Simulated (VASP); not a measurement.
# Na (I4/mmm) in VASP: single point with PBE

Aim: the single point of Na with PBE.

Everything below comes from runs of VASP 6.6.1. Logs are shortened: lines on timing, memory, paths and dates and some standing lists are left out, and cuts for length are marked.

## 1. The cell of the first run

Symmetry: I4/mmm, No. 139, tetragonal system. Conventional cell: a = 3.777 Å, b = 3.777 Å, c = 5.275 Å, α = 90.00°, β = 90.00°, γ = 90.00°. Within 4.9 Å of Na (site symmetry 4/mmm) lie 12 Na at 3.75 to 3.78 Å.

## 2. Single point, PBE

Input file INCAR:

```
SYSTEM = Na
PREC = Accurate
ENCUT = 1130
EDIFF = 1E-6
ISMEAR = -1
SIGMA = 0.014
LREAL = .False.
LASPH = .True.
NELM = 120
ALGO = Normal
ISIF = 2
LWAVE = .False.
LCHARG = .True.
GGA = PE
LELF = .True.
LVHAR = .True.
NBANDS = 10
GGA_COMPAT = .False.
```

Input file KPOINTS:

```
Automatic mesh
0
Gamma
  3 3 4
  0 0 0
```

Input file POSCAR:

```
Na
1.0
   -1.8882910800      1.8882910800      2.6372766800
    1.8882910800     -1.8882910800      2.6372766800
    1.8882910800      1.8882910800     -2.6372766800
Na
1
Direct
    0.0000000000      0.0000000000      0.0000000000
```

Potentials or basis: VASP PAW PBE potentials, release 64 (Na_sv).

On the command line:

```console
$ cat potpaw_PBE.64/Na_sv/POTCAR > POTCAR
$ mpirun -np 1 vasp_std > vasp.out
```

OUTCAR:

```text
SYSTEM = Na
   PREC = Accurate
   ENCUT = 1130
   EDIFF = 1E-6
   ISMEAR = -1
   LREAL = .False.
   LASPH = .True.
   NELM = 120
   ISIF = 2
   GGA = PE

 ion  position               nearest neighbor table
   1  0.000  0.000  0.000-

  LATTYP: Found a body centered tetragonal cell.
 ALAT       =     3.7765821600
 C/A-ratio  =     1.3966473220

  Lattice vectors:

 A1 = (  -1.8882910800,   1.8882910800,   2.6372766800)
 A2 = (   1.8882910800,  -1.8882910800,   2.6372766800)
 A3 = (   1.8882910800,   1.8882910800,  -2.6372766800)

Analysis of symmetry for initial positions (statically):
=====================================================================
 Subroutine PRICEL returns:
 Original cell was already a primitive cell.

 Routine SETGRP: Setting up the symmetry group for a
 body centered tetragonal supercell.

 Subroutine GETGRP returns: Found 16 space group operations
 (whereof 16 operations were pure point group operations)
 out of a pool of 16 trial point group operations.

The static configuration has the point symmetry D_4h.

Analysis of symmetry for dynamics (positions and initial velocities):
=====================================================================
 Subroutine PRICEL returns:
 Original cell was already a primitive cell.

 Routine SETGRP: Setting up the symmetry group for a
 body centered tetragonal supercell.

 Subroutine GETGRP returns: Found 16 space group operations
 (whereof 16 operations were pure point group operations)
 out of a pool of 16 trial point group operations.

The dynamic configuration has the point symmetry D_4h.

 Subroutine INISYM returns: Found 16 space group operations
 (whereof 16 operations are pure point group operations),
 and found     1 'primitive' translations

----------------------------------------------------------------------------------------

                                     Primitive cell

  volume of cell :      37.6144

  direct lattice vectors                    reciprocal lattice vectors
    -1.888291080  1.888291080  2.637276680     0.000000000  0.264789685  0.189589512
     1.888291080 -1.888291080  2.637276680     0.264789685  0.000000000  0.189589512
     1.888291080  1.888291080 -2.637276680     0.264789685  0.264789685  0.000000000

  length of vectors
     3.753200593  3.753200593  3.753200593     0.325665105  0.325665105  0.374469164

  position of ions in fractional coordinates (direct lattice)
[... 91 lines left out ...]
   NSW    =      0    number of steps for IOM
   IBRION =     -1    ionic relax: 0-MD 1-quasi-New 2-CG
   NFREE  =      0    steps in history (QN), initial steepest desc. (CG)
   ISIF   =      2    stress and relaxation
   ISYM   =      2    0-nonsym 1-usesym 2-fastsym
   POTIM  = 0.5000    time-step for ionic-motion
   TEBEG  =    0.0;   TEEND  =   0.0 temperature during run
   PSTRESS=    0.0 pullay stress
   NELECT =       9.0000    total number of electrons
   NUPDOWN=      -1.0000    fix difference up-down
   EMIN   =  10.00;   EMAX   =-10.00  energy-range for DOS
   EFERMI =   0.00;   METHOD = LEGACY
   ISMEAR =    -1;   SIGMA  =   0.01  broadening in eV -4-tet -1-fermi 0-gaus
   EFERMI_NEDOS =   21; number of points for ismear=-14 and -15
   IALGO  =     38    algorithm
   IMIX   =      4    mixing-type and parameters
     AMIX     =   0.40;   BMIX     =  1.00
     AMIX_MAG =   1.60;   BMIX_MAG =  1.00
  volume/ion in A,a.u.               =      37.61       253.83
  Fermi-wavevector in a.u.,A,eV,Ry     =   1.016337  1.920599 14.054019  1.032941
  Thomas-Fermi vector in A             =   2.149675
   LORBIT       =      0    0 simple, 1 ext, 2 COOP (PROOUT), +10 PAW based schemes
   GGA     = PE    functional components
   LHFCALC =     F    Hartree Fock is set to
   AEXX    =    0.0000 exact exchange contribution
   IVDW    =     0    specifies the selected vdW correction
   LEPSILON=     F    determine dielectric tensor
   LRPA    =     F    only Hartree local field effects (RPA)
 non-spin polarized calculation
  energy-cutoff  :     1130.00
  volume of cell :       37.61
 maximum number of plane-waves:      3274
 NGX is ok and might be reduce to    42
   NGX = 21   NGY = 21   NGZ = 21

 number of electron       9.0000003 magnetization

 Free energy of the ion-electron system (eV)
  ---------------------------------------------------
  ext. energy  EPLUGINS =         0.00000000
  ---------------------------------------------------
  free energy    TOTEN  =        -1.35741836 eV

  energy without entropy =       -1.35566799  energy(sigma->0) =       -1.35654318

 E-fermi :   0.8105     XC(G=0):  -6.4163

 val. band max:        0.3063729534   @ k =   0.3333   0.3333   0.5000
 cond. band min:       0.8259260012   @ k =   0.3333  -0.0000   0.5000
 fundamental gap:      0.5195530478
 Fermi energy:         0.8105433842

 k-point     1 :       0.0000    0.0000    0.0000
  band No.  band energies     occupation
      1     -52.4576      2.00000
      2     -24.3630      2.00000
      3     -24.3630      2.00000
      4     -24.3599      2.00000
      5      -2.6979      2.00000
      6      11.5810      0.00000
      7      11.5810      0.00000
      8      11.6269      0.00000
      9      12.6438      0.00000
     10      13.0944      0.00000
[... 157 lines left out ...]
 k-point    14 :      -0.3333    0.3333    0.5000
  band No.  band energies     occupation
      1     -52.4553      2.00000
      2     -24.3866      2.00000
      3     -24.3804      2.00000
      4     -24.3755      2.00000
      5       2.9189      0.00000
      6       3.4041      0.00000
      7       4.3916      0.00000
      8       5.6211      0.00000
      9      10.9950      0.00000
     10      12.4316      0.00000

------------------------ aborting loop because EDIFF is reached ----------------------------------------

  FORCE on cell =-STRESS in cart. coord.  units (eV):
  Direction    XX          YY          ZZ          XY          YZ          ZX
  --------------------------------------------------------------------------------------
  -------------------------------------------------------------------------------------
  Total       -0.3102264     -0.3102264      0.2797908      0.0000000      0.0000000      0.0000000
  in kB      -13.2140425    -13.2140425     11.9176445      0.0000000      0.0000000      0.0000000
  external PRESSURE =      -4.8368135 kB  Pullay stress =       0.0000000 kB

 VOLUME and BASIS-vectors are now :
 -----------------------------------------------------------------------------
  energy-cutoff  :     1130.00
  volume of cell :       37.61
      direct lattice vectors                 reciprocal lattice vectors
    -1.888291080  1.888291080  2.637276680     0.000000000  0.264789685  0.189589512
     1.888291080 -1.888291080  2.637276680     0.264789685  0.000000000  0.189589512
     1.888291080  1.888291080 -2.637276680     0.264789685  0.264789685  0.000000000

 POSITION                                       TOTAL-FORCE (eV/Angst)
 -----------------------------------------------------------------------------------
      0.00000      0.00000      0.00000         0.000000     -0.000000     -0.000000
 -----------------------------------------------------------------------------------
    total drift:                                0.000000      0.000000      0.000000

  FREE ENERGIE OF THE ION-ELECTRON SYSTEM (eV)
  ---------------------------------------------------
  free  energy   TOTEN  =        -1.3574183629 eV

  energy  without entropy=       -1.3556679891  energy(sigma->0) =       -1.35654318
```

OSZICAR:

```text
N       E                     dE             d eps       ncg     rms          rms(c)
DAV:   1     0.133880915755E+03    0.13388E+03   -0.59598E+03   280   0.135E+03
DAV:   2     0.355946959772E+01   -0.13032E+03   -0.12616E+03   302   0.317E+02
DAV:   3    -0.123174125689E+01   -0.47912E+01   -0.47843E+01   360   0.700E+01
DAV:   4    -0.135019625042E+01   -0.11845E+00   -0.11834E+00   360   0.104E+01
DAV:   5    -0.135811680840E+01   -0.79206E-02   -0.79203E-02   376   0.170E+00    0.237E-01
DAV:   6    -0.135760114306E+01    0.51567E-03   -0.17291E-03   374   0.452E-01    0.142E-01
DAV:   7    -0.135741356302E+01    0.18758E-03   -0.10083E-03   352   0.290E-01    0.428E-02
DAV:   8    -0.135741614144E+01   -0.25784E-05   -0.94703E-05   340   0.166E-01    0.668E-03
DAV:   9    -0.135741789403E+01   -0.17526E-05   -0.13241E-06   316   0.157E-02    0.236E-03
DAV:  10    -0.135741836291E+01   -0.46888E-06   -0.32783E-07   176   0.101E-02
   1 F= -.13574184E+01 E0= -.13565432E+01  d E =-.175037E-02
```

Run time: 14 s. Hardware: 1 thread of AMD EPYC 7R13 (Zen 3), shared host; peak memory 0.2 GiB.

What came out:

| Property | Result |
| --- | --- |
| Free energy | -1.3574 eV |
| Pressure | -0.5 GPa |
| Band gap on the k mesh | zero (an odd number of electrons rules out a gap without spin polarisation) |

Levels at points of the mesh, in eV from the Fermi level:
| k point | band 1 | band 2 | band 3 | band 4 | band 5 | band 6 | band 7 | band 8 | band 9 |
| --- | --- | --- | --- | --- | --- | --- | --- | --- | --- |
| (0.00, 0.00, 0.00) | -53.27 | -25.17 | -25.17 | -25.17 | -3.51 | 10.77 | 10.77 | 10.82 | 11.83 |
| (0.00, 0.00, 0.50) | -53.27 | -25.20 | -25.19 | -25.18 | 1.45 | 2.00 | 6.02 | 6.85 | 6.87 |

Caveat: the k points lie up to 0.59 Å⁻¹ apart, too coarse for converged energies and pressures of a metal.

The gap in the log of VASP goes by the Fermi energy; the results here count the filled bands.